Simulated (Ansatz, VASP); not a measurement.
## H: VASP beside Ansatz

The input POSCAR:

```
H
1.0
   14.0000000000      0.0000000000      0.0000000000
    0.0000000000     14.4000000000      0.0000000000
    0.0000000000      0.0000000000     14.8000000000
H
1
Direct
    0.5000000000      0.5000000000      0.5000000000
```

File INCAR.step1:

```
SYSTEM = H
PREC = Accurate
ENCUT = 520
EDIFF = 1E-5
ISMEAR = -1
SIGMA = 0.01
LREAL = .FALSE.
LASPH = .TRUE.
NELM = 150
ALGO = Normal
ISIF = 2
LWAVE = .TRUE.
LCHARG = .FALSE.
ISPIN = 2
MAGMOM = 1
LORBIT = 11
GGA = PE
ISYM = 0
NBANDS = 10
```

The input INCAR.step2:

```
SYSTEM = H
PREC = Accurate
ENCUT = 520
EDIFF = 1E-6
ISMEAR = -1
SIGMA = 0.01
LREAL = .FALSE.
LASPH = .TRUE.
NELM = 150
ALGO = Normal
ISIF = 2
LWAVE = .FALSE.
LCHARG = .FALSE.
ISPIN = 2
MAGMOM = 1
LORBIT = 11
METAGGA = R2SCAN
LHFCALC = .TRUE.
AEXX = 0.25
LMIXTAU = .TRUE.
PRECFOCK = Normal
ISTART = 1
ISYM = 0
NBANDS = 10
```

File KPOINTS:

```
Automatic mesh
0
G
  1 1 1
  0 0 0
```

Input for Ansatz:

```yaml
crystal:
  lattice:
    - [14.0, 0.0, 0.0]
    - [0.0, 14.4, 0.0]
    - [0.0, 0.0, 14.8]
  atoms:
    - { symbol: H, position: [0.5, 0.5, 0.5], spin: 1.0 }
  symmetry: { detect: false, time_reversal: true }
hamiltonian:
  xc: r2scan0
  pseudopotentials:
    kind: paw
    azcp:
      H: "pseudopotentials/H.paw.azcp"
basis:
  ecutwfc: 500
  fft_grid_basis: typed
kpoints:
  mp_grid: { grid: [1, 1, 1], shift: [0, 0, 0] }
magnetization:
  spin_polarized: true
scf:
  occupations: { method: fermi_dirac, width: 0.01 }
```

Alike in both runs: task single point; functional r2SCAN0; k mesh 1 × 1 × 1; occupations fermi-dirac, width 0.01 eV; collinear spin.

```csv
,VASP,Ansatz
version,VASP 6.6.1,Ansatz 0.2.0
potentials or method,"VASP PAW PBE potentials, release 64 (H), cutoff 520 eV","plane waves (500 eV) with PAW, scalar-relativistic"
valence electrons in the cell,1,1
```

Ansatz gave:

| Quantity | Value |
| --- | --- |
| gap on the k mesh at the Fermi level (eV) | 8.94 |
| net moment per atom (μB) | 1.00 |
| size of the moment on the site where the two differ most (μB) | 1.00 |

Question: What did VASP give for the same quantities?

Answer: gap on the k mesh at the Fermi level (eV): 7.19; net moment per atom (μB): 1.00; size of the moment on the site where the two differ most (μB): 0.38.

VASP's potentials were made for PBE, not for r2SCAN0. Site moments also hang on the region over which each program counts them. Ansatz's warnings: nearly empty spin channel levels not settled, stability check not made.
